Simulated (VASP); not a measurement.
Ta: relaxation of cell and atoms with PBE

Ta:

```
Ta
1.0
     0.00000    2.05364    2.05364
     2.05364    0.00000    2.05364
     2.05364    2.05364    0.00000
Ta
1
Direct
  0.00000 0.00000 0.00000
```

| Item | Value |
| --- | --- |
| Program | VASP 6.6.1 |
| Task | relaxation of cell and atoms |
| Functional | PBE |
| Potentials or basis | VASP PAW PBE potentials, release 64 (Ta_pv) |
| Cutoff | 600 eV |
| k mesh | 16 × 16 × 16 |
| Occupations | fermi-dirac, width 0.1 eV |
| Spin | no spin polarisation |
| Target pressure | 19 GPa |
| Dipole correction | no |
| Further INCAR settings | ALGO = Normal; EDIFF = 1e-07; IBRION = 2; EDIFFG = -0.005; NSW = 60; ISIF = 3 |

```yaml
Pressure_after_relaxing: 19.0 GPa
```

Final structure:
```xyz
1
Lattice="0.0000 2.0536 2.0536 2.0536 0.0000 2.0536 2.0536 2.0536 0.0000" Properties=species:S:1:pos:R:3 pbc="T T T"
Ta    0.0000    0.0000    0.0000
```

Levels at points of the mesh, in eV from the Fermi level:
| k point | band 1 | band 2 | band 3 | band 4 | band 5 | band 6 | band 7 | band 8 | band 9 |
| --- | --- | --- | --- | --- | --- | --- | --- | --- | --- |
| (0.00, 0.00, 0.00) | -33.33 | -33.33 | -33.33 | -8.47 | 0.41 | 0.41 | 0.41 | 3.75 | 3.75 |
| (0.50, 0.00, 0.00) | -34.66 | -33.51 | -33.51 | -4.97 | 0.14 | 0.14 | 0.97 | 6.37 | 6.37 |
| (0.50, 0.50, 0.00) | -34.57 | -33.81 | -33.81 | -4.87 | -3.77 | 3.38 | 6.36 | 7.15 | 7.15 |

Wall time 8 s on 1 thread of Intel(R) Xeon(R) 6975P-C (Granite Rapids) (shared host), peak memory 0.16 GiB.

Caveat: the relaxation stopped at its first step, so nothing moved; the cell is relaxed towards a set pressure, so the enthalpy falls and the energy may rise; spin-orbit coupling is left out, which moves the levels of the heavy elements.
